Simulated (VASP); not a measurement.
Write the native input for VASP 6.6.1 that does the following.

- Task: relaxation of cell and atoms
- Functional: PBEsol
- Potentials or basis: VASP PAW PBE potentials, release 64 (V_sv)
- Cutoff: 600 eV
- k mesh: 10 × 10 × 10
- Occupations: gaussian, width 0.1 eV
- Spin: no spin polarisation
- Dipole correction: no
- Further INCAR settings: ALGO = Fast; EDIFF = 1e-06; IBRION = 2; EDIFFG = -0.05; NSW = 80; ISIF = 3

The structure of V lies in POSCAR:

```
V
1.0
   -1.5248108996      1.5248108996      1.5248108996
    1.5248108996     -1.5248108996      1.5248108996
    1.5248108996      1.5248108996     -1.5248108996
V
1
Direct
    0.0000000000      0.0000000000      0.0000000000
```

The input as run:

INCAR

```
SYSTEM = V
PREC     = Accurate       ! precision mode
ENCUT    = 600            ! plane-wave cutoff, eV
EDIFF    = 1E-6           ! SCF threshold, eV
ISMEAR   = 0              ! smearing method
SIGMA    = 0.1            ! smearing width, eV
LREAL    = .False.        ! projectors in reciprocal space
LASPH    = .True.         ! aspherical terms in the spheres
NELM     = 80             ! most SCF steps
ALGO     = Fast           ! electronic algorithm
ISIF     = 3              ! what is computed and relaxed
LWAVE    = .False.        ! write WAVECAR
LCHARG   = .False.        ! write CHGCAR
GGA      = PS             ! functional
IBRION   = 2              ! ionic algorithm
NSW      = 80             ! ionic steps
EDIFFG   = -0.05          ! ionic threshold
```

KPOINTS

```
Automatic mesh
0
Gamma
  10 10 10
  0 0 0
```

Potentials or basis: VASP PAW PBE potentials, release 64 (V_sv).

Command:

```sh
$ cat potpaw_PBE.64/V_sv/POTCAR > POTCAR
$ mpirun -np 1 vasp_std > vasp.out
```

Results of the run:

| Item | Value |
| --- | --- |
| Relaxed volume | 13.07 Å³/atom |
| Relaxed cell | a = 2.570 Å, b = 2.570 Å, c = 2.570 Å, α = 109.47°, β = 109.47°, γ = 109.47° |
| Space group after relaxing (to 0.05 Å) | Im-3m (No. 229) |
| Energy gained by relaxing | 54.6 meV/atom |
| Ionic steps | 3 |
| Pressure after relaxing | -0.3 GPa |

Caveat: the PAW data sets were made with another functional, which shifts forces and pressure a little.

It took 19 s on 1 thread of Intel(R) Xeon(R) Platinum 8259CL CPU @ 2.50GHz (Skylake/Cascade Lake) (shared host), peak memory 0.15 GiB.
